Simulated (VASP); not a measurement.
# Ga (Cmce) in VASP: further runs, part 2 of 3

VASP 6.6.1. Earlier steps stand in the parts before.

## (3) Single point, PBE (volume scaled by 0.96)

Contents of INCAR:

```
PREC     = Accurate       # precision mode
ENCUT    = 520            # plane-wave cutoff, eV
EDIFF    = 1E-6           # SCF threshold, eV
ISMEAR   = -1             # smearing method
SIGMA    = 0.05           # smearing width, eV
LREAL    = F              # projectors in reciprocal space
LASPH    = T              # aspherical terms in the spheres
NELM     = 100            # most SCF steps
ALGO     = Normal         # electronic algorithm
ISIF     = 2              # what is computed and relaxed
LWAVE    = F              # write WAVECAR
LCHARG   = F              # write CHGCAR
GGA      = PE             # functional
NBANDS   = 34             # bands
```

Contents of KPOINTS:

```
Automatic mesh
0
Gamma
  9 9 8
```

Contents of POSCAR:

```
Ga
1.0
    2.2248685607     -3.7707396132      0.0000000000
    2.2248685607      3.7707396132      0.0000000000
    0.0000000000      0.0000000000      4.4556560304
Ga
4
Direct
    0.1525000000      0.8475000000      0.0785000000
    0.6525000000      0.3475000000      0.4215000000
    0.8475000000      0.1525000000      0.9215000000
    0.3475000000      0.6525000000      0.5785000000
```

Potentials or basis: VASP PAW PBE potentials, release 64 (Ga_d).

On the command line:

```console
$ cat potpaw_PBE.64/Ga_d/POTCAR > POTCAR
$ mpirun -np 1 vasp_std > vasp.out
```

OUTCAR:

```text
PREC = Accurate
   ENCUT = 520
   EDIFF = 1E-6
   ISMEAR = -1
   LREAL = F
   LASPH = T
   NELM = 100
   ISIF = 2
   GGA = PE

 ion  position               nearest neighbor table
   1  0.153  0.847  0.078-   3 2.40   4 2.67   4 2.67   2 2.70   2 2.70   3 2.76   3 2.76
   2  0.653  0.347  0.422-   4 2.40   3 2.67   3 2.67   1 2.70   1 2.70   4 2.76   4 2.76
   3  0.847  0.153  0.922-   1 2.40   2 2.67   2 2.67   4 2.70   4 2.70   1 2.76   1 2.76
   4  0.347  0.653  0.578-   2 2.40   1 2.67   1 2.67   3 2.70   3 2.70   2 2.76   2 2.76

  LATTYP: Found a base centered orthorhombic cell.
 ALAT       =     4.4497371214
 B/A-ratio  =     1.6948145521
 C/A-ratio  =     1.0013301705

  Lattice vectors:

 A1 = (   2.2248685607,  -3.7707396132,   0.0000000000)
 A2 = (   2.2248685607,   3.7707396132,   0.0000000000)
 A3 = (   0.0000000000,   0.0000000000,   4.4556560304)

Analysis of symmetry for initial positions (statically):
=====================================================================
 Subroutine PRICEL returns:
 Original cell was already a primitive cell.

 Routine SETGRP: Setting up the symmetry group for a
 base centered orthorhombic supercell.

 Subroutine GETGRP returns: Found  8 space group operations
 (whereof  4 operations were pure point group operations)
 out of a pool of  8 trial point group operations.

The static configuration has the point symmetry C_2h.
 The point group associated with its full space group is D_2h.

Analysis of symmetry for dynamics (positions and initial velocities):
=====================================================================
 Subroutine PRICEL returns:
 Original cell was already a primitive cell.

 Routine SETGRP: Setting up the symmetry group for a
 base centered orthorhombic supercell.

 Subroutine GETGRP returns: Found  8 space group operations
 (whereof  4 operations were pure point group operations)
 out of a pool of  8 trial point group operations.

The dynamic configuration has the point symmetry C_2h.
 The point group associated with its full space group is D_2h.

 Subroutine INISYM returns: Found  8 space group operations
 (whereof  4 operations are pure point group operations),
 and found     1 'primitive' translations

----------------------------------------------------------------------------------------

                                     Primitive cell

  volume of cell :      74.7606

  direct lattice vectors                    reciprocal lattice vectors
     2.224868561 -3.770739613  0.000000000     0.224732377 -0.132599981  0.000000000
     2.224868561  3.770739613  0.000000000     0.224732377  0.132599981  0.000000000
     0.000000000  0.000000000  4.455656030     0.000000000  0.000000000  0.224433842

  length of vectors
     4.378186536  4.378186536  4.455656030     0.260935617  0.260935617  0.224433842

  position of ions in fractional coordinates (direct lattice)
     0.152500000  0.847500000  0.078500000
     0.652500000  0.347500000  0.421500000
     0.847500000  0.152500000  0.921500000
     0.347500000  0.652500000  0.578500000

  ion indices of the primitive-cell ions
   primitive index   ion index
                 1           1
                 2           2
                 3           3
                 4           4

----------------------------------------------------------------------------------------

 KPOINTS: Automatic mesh

Automatic generation of k-mesh.
 Grid dimensions read from file:
 generate k-points for:    9    9    8

 Generating k-lattice:

  Cartesian coordinates                     Fractional coordinates (reciprocal lattice)
     0.024970264 -0.014733331  0.000000000     0.111111111  0.000000000  0.000000000
     0.024970264  0.014733331  0.000000000     0.000000000  0.111111111  0.000000000
     0.000000000  0.000000000  0.028054230     0.000000000  0.000000000  0.125000000

  Length of vectors
     0.028992846  0.028992846  0.028054230

  Shift w.r.t. Gamma in fractional coordinates (k-lattice)
     0.000000000  0.000000000  0.000000000

 Subroutine IBZKPT returns following result:
 ===========================================

 Found    125 irreducible k-points:

 Following reciprocal coordinates:
            Coordinates               Weight
  0.000000  0.000000  0.000000      1.000000
  0.111111  0.000000  0.000000      4.000000
  0.222222  0.000000  0.000000      4.000000
  0.333333  0.000000  0.000000      4.000000
  0.444444  0.000000  0.000000      4.000000
  0.111111  0.111111  0.000000      2.000000
[... 16 lines left out ...]
 -0.333333  0.333333  0.000000      2.000000
  0.444444  0.444444  0.000000      2.000000
 [... further k-points ...]
   k-points           NKPTS =    125   k-points in BZ     NKDIM =    125   number of bands    NBANDS=     34
   number of dos      NEDOS =    301   number of ions     NIONS =      4
   total plane-waves  NPLWV =  46656
   dimension x,y,z NGX =    36 NGY =   36 NGZ =   36
   dimension x,y,z NGXF=    72 NGYF=   72 NGZF=   72
   ions per type =               4
   NGX,Y,Z   is equivalent  to a cutoff of  13.67, 13.67, 13.43 a.u.
   NGXF,Y,Z  is equivalent  to a cutoff of  27.34, 27.34, 26.86 a.u.
 SYSTEM =  unknown system
   PREC   = accura    normal or accurate (medium, high low for compatibility)
   ISTART =      0    job   : 0-new  1-cont  2-samecut
   ICHARG =      2    charge: 1-file 2-atom 10-const
   ISPIN  =      1    spin polarized calculation?
   LNONCOLLINEAR =      F non collinear calculations
   LSORBIT =      F    spin-orbit coupling
   LASPH  =      T    aspherical Exc in radial PAW
   ENCUT  =  520.0 eV  38.22 Ry    6.18 a.u.   8.14  8.14  8.28*2*pi/ulx,y,z
   NELM   =    100;   NELMIN=  2; NELMDL= -5     # of ELM steps
   EDIFF  = 0.1E-05   stopping-criterion for ELM
   LREAL  =      F    real-space projection
   EDIFFG = 0.1E-04   stopping-criterion for IOM
   NSW    =      0    number of steps for IOM
   IBRION =     -1    ionic relax: 0-MD 1-quasi-New 2-CG
   NFREE  =      0    steps in history (QN), initial steepest desc. (CG)
   ISIF   =      2    stress and relaxation
   ISYM   =      2    0-nonsym 1-usesym 2-fastsym
   POTIM  = 0.5000    time-step for ionic-motion
   TEBEG  =    0.0;   TEEND  =   0.0 temperature during run
   PSTRESS=    0.0 pullay stress
   NELECT =      52.0000    total number of electrons
   NUPDOWN=      -1.0000    fix difference up-down
   EMIN   =  10.00;   EMAX   =-10.00  energy-range for DOS
   EFERMI =   0.00;   METHOD = LEGACY
   ISMEAR =    -1;   SIGMA  =   0.05  broadening in eV -4-tet -1-fermi 0-gaus
   EFERMI_NEDOS =   21; number of points for ismear=-14 and -15
   IALGO  =     38    algorithm
   IMIX   =      4    mixing-type and parameters
     AMIX     =   0.40;   BMIX     =  1.00
     AMIX_MAG =   1.60;   BMIX_MAG =  1.00
  volume/ion in A,a.u.               =      18.69       126.13
  Fermi-wavevector in a.u.,A,eV,Ry     =   1.450502  2.741052 28.626073  2.103957
  Thomas-Fermi vector in A             =   2.568107
   LORBIT       =      0    0 simple, 1 ext, 2 COOP (PROOUT), +10 PAW based schemes
   GGA     = PE    functional components
[... 5 lines left out ...]
 non-spin polarized calculation
  energy-cutoff  :      520.00
  volume of cell :       74.76
 maximum number of plane-waves:      2032
 NGX is ok and might be reduce to    36
   NGX = 17   NGY = 17   NGZ = 17

 number of electron      52.0000022 magnetization

 Free energy of the ion-electron system (eV)
  ---------------------------------------------------
  ext. energy  EPLUGINS =         0.00000000
  ---------------------------------------------------
  free energy    TOTEN  =       -11.50067940 eV

  energy without entropy =      -11.49305724  energy(sigma->0) =      -11.49686832

 E-fermi :   5.4621     XC(G=0): -10.8866

 val. band max:        5.4576836644   @ k =  -0.4444   0.3333   0.1250
 cond. band min:       5.4638226868   @ k =  -0.4444   0.2222   0.0000
 fundamental gap:      0.0061390224
 Fermi energy:         5.4621473537

 k-point     1 :       0.0000    0.0000    0.0000
  band No.  band energies     occupation
      1      -9.7741      2.00000
      2      -9.7647      2.00000
      3      -9.7625      2.00000
      4      -9.7340      2.00000
      5      -9.6764      2.00000
      6      -9.6445      2.00000
[... 877 lines left out ...]
     33      12.3692      0.00000
     34      13.5511      0.00000

 [... further k-points ...]

------------------------ aborting loop because EDIFF is reached ----------------------------------------

  FORCE on cell =-STRESS in cart. coord.  units (eV):
  Direction    XX          YY          ZZ          XY          YZ          ZX
  --------------------------------------------------------------------------------------
  -------------------------------------------------------------------------------------
  Total        1.8825876      3.3911711      1.9638616      0.0000000      0.0000000      0.0000000
  in kB       40.3453247     72.6754511     42.0870913      0.0000000      0.0000000      0.0000000
  external PRESSURE =      51.7026224 kB  Pullay stress =       0.0000000 kB

 VOLUME and BASIS-vectors are now :
 -----------------------------------------------------------------------------
  energy-cutoff  :      520.00
  volume of cell :       74.76
      direct lattice vectors                 reciprocal lattice vectors
     2.224868561 -3.770739613  0.000000000     0.224732377 -0.132599981  0.000000000
     2.224868561  3.770739613  0.000000000     0.224732377  0.132599981  0.000000000
     0.000000000  0.000000000  4.455656030     0.000000000  0.000000000  0.224433842

 POSITION                                       TOTAL-FORCE (eV/Angst)
 -----------------------------------------------------------------------------------
      2.22487      2.62066      0.34977         0.000000     -0.443587      0.131167
      2.22487     -1.15008      1.87806         0.000000     -0.443587     -0.131167
      2.22487     -2.62066      4.10589         0.000000      0.443587     -0.131167
      2.22487      1.15008      2.57760         0.000000      0.443587      0.131167
 -----------------------------------------------------------------------------------
    total drift:                                0.000000      0.000000     -0.000000

  FREE ENERGIE OF THE ION-ELECTRON SYSTEM (eV)
  ---------------------------------------------------
  free  energy   TOTEN  =       -11.5006793992 eV

  energy  without entropy=      -11.4930572389  energy(sigma->0) =      -11.49686832
```

Run time: 2.8 min. Hardware: 1 thread of Intel Xeon 6975P-C (Granite Rapids), shared host; peak memory 0.35 GiB.

What came out:

```
Free energy            : -11.5007 eV
Pressure               : 5.2 GPa
Largest force          : 0.463 eV/Å
Band gap on the k mesh : zero (band 26 reaches 5.87 eV, above the bottom of band 27 at 4.61 eV)
```

Forces on the atoms (eV/Å):
```
Ga   0.000 -0.444  0.131
Ga   0.000 -0.444 -0.131
Ga   0.000  0.444 -0.131
Ga   0.000  0.444  0.131
```

Stress tensor (GPa, compression positive):
```
4.03 0.00 0.00
0.00 7.27 0.00
0.00 0.00 4.21
```

Levels at points of the mesh, in eV from the Fermi level:
| k point | band 23 | band 24 | band 25 | band 26 | band 27 | band 28 | band 29 | band 30 |
| --- | --- | --- | --- | --- | --- | --- | --- | --- |
| (0.00, 0.00, 0.00) | -3.77 | -1.66 | -1.57 | -0.93 | 0.91 | 0.94 | 1.06 | 5.35 |
| (0.00, 0.00, 0.50) | -0.11 | -0.11 | 0.10 | 0.10 | 0.11 | 0.11 | 2.22 | 2.22 |

(Continued in part 3 of 3.)
